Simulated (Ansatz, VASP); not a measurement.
Two plane-wave programs on Mo

```
Mo
1.0
    -1.60922    1.60922    1.52223
     1.60922   -1.60922    1.52223
     1.60922    1.60922   -1.52223
Mo
1
Direct
  0.00000 0.00000 0.00000
```

Change from the starting cell: strain +e along x and -e along y +0.0000, strain +e along z and -e/2 along x and y -0.0367.

Alike in both runs: task single point; functional PBE; k mesh 20 × 20 × 20; occupations gaussian, width 0.15 eV; no spin polarisation.

```csv
,VASP,Ansatz
version,VASP 6.6.1,Ansatz 0.2.0
potentials or method,"VASP PAW PBE potentials, release 64 (Mo_sv), cutoff 520 eV","scalar-relativistic, plane waves, PAW"
valence electrons in the cell,14,14
```

Ansatz gave:

```
gap on the k mesh at the Fermi level (eV)                     : none
pressure (GPa)                                                : 0.8
traceless stress, the component that is largest in VASP (GPa) : 11.70
```

Q: Estimate VASP's values.

A: gap on the k mesh at the Fermi level (eV): none; pressure (GPa): 1.3; traceless stress, the component that is largest in VASP (GPa): 11.69.

A gap of «none» marks a metal or a gap that the smearing closes.
